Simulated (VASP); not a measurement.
Ir, 2 atoms in the cell. Symmetry: P6_3/mmc, No. 194, hexagonal system. The conventional cell has a = 2.786 Å, b = 2.786 Å, c = 4.386 Å, α = 90.00°, β = 90.00°, γ = 120.00°. Ir (site symmetry -6m2) has 12 Ir at 2.72 to 2.79 Å within 3.6 Å. 

```yaml
Program: VASP 6.6.1
Task: single point
Functional: LDA
Potentials_or_basis: VASP PAW LDA potentials, release 64 (Ir)
Cutoff: 500 eV
k_mesh: 18 × 18 × 10
Occupations: gaussian, width 0.15 eV
Spin: no spin polarisation
Dipole_correction: no
Further_INCAR_settings: ALGO = Normal; EDIFF = 1e-06; NBANDS = 16
```

Potentials or basis: VASP PAW LDA potentials, release 64 (Ir).

Command:

```sh
$ cat potpaw_LDA.64/Ir/POTCAR > POTCAR
$ mpirun -np 1 vasp_std > vasp.out
```

Hardware: 1 thread of Intel(R) Xeon(R) Platinum 8259CL CPU @ 2.50GHz (Skylake/Cascade Lake) (shared host).

Question: Estimate the wall time of this run.

Answer: It took 60 s on 1 thread of Intel(R) Xeon(R) Platinum 8259CL CPU @ 2.50GHz (Skylake/Cascade Lake) (shared host), peak memory 0.19 GiB. Counts: scf iterations 12, k points 222.
